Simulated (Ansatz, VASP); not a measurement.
## Two plane-wave programs on AlAs

Contents of INCAR:

```
SYSTEM = AlAs
  PREC = Accurate
  ENCUT = 500
  EDIFF = 1E-6
  ISMEAR = -4
  SIGMA = 0.1
  LREAL = .FALSE.
  LASPH = .TRUE.
  NELM = 120
  ALGO = Normal
  ISIF = 2
  LWAVE = .FALSE.
  LCHARG = .FALSE.
  GGA = PS
  NBANDS = 11
  GGA_COMPAT = .FALSE.
```

File KPOINTS:

```
regular mesh
0
G
  4 4 4
  0 0 0
```

POSCAR

```
AlAs
1.0
    0.0000000000      2.8379008005      2.8379008005
    2.8379008005      0.0000000000      2.8379008005
    2.8379008005      2.8379008005      0.0000000000
Al As
1 1
Direct
    0.0000000000      0.0000000000      0.0000000000
    0.7500000000      0.7500000000      0.7500000000
```

Input for Ansatz:

```yaml
crystal:
  lattice:
    - [0.0, 2.8379008005, 2.8379008005]
    - [2.8379008005, 0.0, 2.8379008005]
    - [2.8379008005, 2.8379008005, 0.0]
  atoms:
    - { symbol: Al, position: [0.0, 0.0, 0.0] }
    - { symbol: As, position: [0.75, 0.75, 0.75] }
basis:
  ecutwfc: 420
kpoints:
  mp_grid: { grid: [4, 4, 4] }
hamiltonian:
  xc: pbesol
scf:
  occupations: { method: tetrahedron_uncorrected }
output:
  forces: true
  stress: true
  eigenvalues: true
```

Alike in both runs: task single point; functional PBEsol; k mesh 4 × 4 × 4; no spin polarisation.

```csv
,VASP,Ansatz
version,VASP 6.6.1,Ansatz 0.2.0
potentials or method,"VASP PAW PBE potentials, release 64 (Al, As), cutoff 500 eV","scalar-relativistic, plane waves, PAW"
occupations,tetrahedron,tetrahedron-uncorrected
valence electrons in the cell,8,18
```

|  | VASP | Ansatz | Ansatz less VASP |
| --- | --- | --- | --- |
| gap on the k mesh at the Fermi level (eV) | 1.30 | 1.31 | +0.012 |
| least direct gap on the mesh (eV) | 1.91 | 1.89 | -0.018 |
| pressure (GPa) | 0.5 | 0.2 | -0.28 |

VASP's potentials were made for PBE, not for PBEsol. VASP's potentials hold 8 valence electrons a cell and Ansatz's 18, so a difference there can come from the potentials and not from the codes. Ansatz's warnings: band table not solved further.

The k mesh is coarse, so the values compare programs but aren't converged.
